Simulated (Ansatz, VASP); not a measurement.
**One calculation of Ga3As2P, two programs**

INCAR

```
PREC     = Accurate       # precision mode
ENCUT    = 600            # plane-wave cutoff, eV
EDIFF    = 1E-6           # SCF threshold, eV
ISMEAR   = 0              # smearing method
SIGMA    = 0.1            # smearing width, eV
LREAL    = False          # projectors in reciprocal space
LASPH    = True           # aspherical terms in the spheres
NELM     = 60             # most SCF steps
ALGO     = Normal         # electronic algorithm
ISIF     = 3              # what is computed and relaxed
LWAVE    = False          # write WAVECAR
LCHARG   = False          # write CHGCAR
GGA      = PE             # functional
IBRION   = 2              # ionic algorithm
NSW      = 90             # ionic steps
EDIFFG   = -0.04          # ionic threshold
```

The input KPOINTS:

```
Automatic mesh
0
Gamma
  6 6 6
```

POSCAR

```
Ga3As2P
1.0
   -1.9374539900      1.9374539900      8.2199211200
    1.9374539900     -1.9374539900      8.2199211200
    1.9374539900      1.9374539900     -8.2199211200
Ga P As
3 1 2
Direct
    0.0000000000      0.0000000000      0.0000000000
    0.6666666700      0.6666666700      0.0000000000
    0.3333333300      0.3333333300      0.0000000000
    0.7500000000      0.2500000000      0.5000000000
    0.4166666700      0.9166666700      0.5000000000
    0.0833333300      0.5833333300      0.5000000000
```

Input for Ansatz:

```yaml
crystal:
  lattice:
    - [-1.93745399, 1.93745399, 8.21992112]
    - [1.93745399, -1.93745399, 8.21992112]
    - [1.93745399, 1.93745399, -8.21992112]
  atoms:
    - { symbol: Ga, position: [0.0, 0.0, 0.0] }
    - { symbol: Ga, position: [0.66666667, 0.66666667, 0.0] }
    - { symbol: Ga, position: [0.33333333, 0.33333333, 0.0] }
    - { symbol: P, position: [0.75, 0.25, 0.5] }
    - { symbol: As, position: [0.41666667, 0.91666667, 0.5] }
    - { symbol: As, position: [0.08333333, 0.58333333, 0.5] }
basis:
  ecutwfc: 420
kpoints:
  mp_grid: { grid: [6, 6, 6] }
hamiltonian:
  xc: pbe
scf:
  occupations: { method: gaussian, width: 0.1 }
  lower_state_search: "off"
output:
  forces: true
  stress: true
  eigenvalues: true
relax:
  adjacent_minimum: "off"
  f_tol: 0.04
  max_steps: 70
  cell: { stress_tol: 0.4 }
```

Alike in both runs: task relaxation of cell and atoms; functional PBE; k mesh 6 × 6 × 6; occupations gaussian, width 0.1 eV; no spin polarisation.

|  | VASP | Ansatz |
| --- | --- | --- |
| version | VASP 6.6.1 | Ansatz 0.2.0 |
| potentials or method | VASP PAW PBE potentials, release 64 (Ga_d, P, As), cutoff 600 eV | scalar-relativistic, plane waves, PAW |
| valence electrons in the cell | 54 | 74 |

|  | VASP | Ansatz | Ansatz less VASP |
| --- | --- | --- | --- |
| gap on the k mesh at the Fermi level, each at its own relaxed structure (eV) | 0.56 | 0.59 | +0.030 |
| relaxed volume (Å³/atom) | 22.79 | 22.71 | -0.089 |
| relaxed length of the cell vector where the two differ most in proportion (Å) | 8.953 | 8.943 | -0.0094 |

VASP's potentials hold 54 valence electrons a cell and Ansatz's 74, so a difference there can come from the potentials and not from the codes.
